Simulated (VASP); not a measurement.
Write the native input for VASP 6.6.1 that does the following.

```yaml
Task: single point
Functional: PBEsol
Potentials_or_basis: VASP PAW PBE potentials, release 64 (Sb, Ga_d)
Cutoff: 520 eV
k_mesh: 8 × 8 × 1
Occupations: gaussian, width 0.1 eV
Spin: no spin polarisation
Dipole_correction: yes
Further_INCAR_settings: ALGO = Normal; EDIFF = 1e-06; NBANDS = 48
```

The structure of Ga4Sb5 lies in POSCAR:

```
Ga4Sb5
1.0
    4.3212908981      0.0000000000      0.0000000000
    0.0000000000      4.3212908981      0.0000000000
    0.0000000000      0.0000000000     27.2224563901
Sb Ga
5 4
Direct
    0.0000000000      0.5000000000      0.2755078341
    0.5000000000      0.0000000000      0.3877539171
    0.0000000000      0.5000000000      0.5000000000
    0.5000000000      0.0000000000      0.6122460829
    0.0000000000      0.5000000000      0.7244921659
    0.5000000000      0.5000000000      0.3316308756
    0.0000000000      0.0000000000      0.4438769585
    0.5000000000      0.5000000000      0.5561230415
    0.0000000000      0.0000000000      0.6683691244
```

These files were run (other wordings do the same):

INCAR

```
SYSTEM = Ga4Sb5
ALGO = Normal ; DIPOL = 0.5 0.5 0.500
EDIFF = 1E-6 ; ENCUT = 520
GGA = PS ; IDIPOL = 3
ISIF = 2 ; ISMEAR = 0
LASPH = .TRUE. ; LCHARG = .FALSE.
LDIPOL = .TRUE. ; LREAL = .FALSE.
LWAVE = .FALSE. ; NBANDS = 48
NELM = 80 ; PREC = Accurate
SIGMA = 0.1
```

KPOINTS

```
k-points
0
G
  8 8 1
  0 0 0
```

Potentials or basis: VASP PAW PBE potentials, release 64 (Sb, Ga_d).

The run is started by

```bash
$ cat potpaw_PBE.64/Sb/POTCAR potpaw_PBE.64/Ga_d/POTCAR > POTCAR
$ mpirun -np 1 vasp_std > vasp.out
```

It gave:

```
Largest force : 0.120 eV/Å
```

Caveat: the PAW data sets were made with another functional, which shifts forces and pressure a little.

Wall time 23 min on 1 thread of AMD EPYC 7R13, on a shared host, peak memory 0.62 GiB.
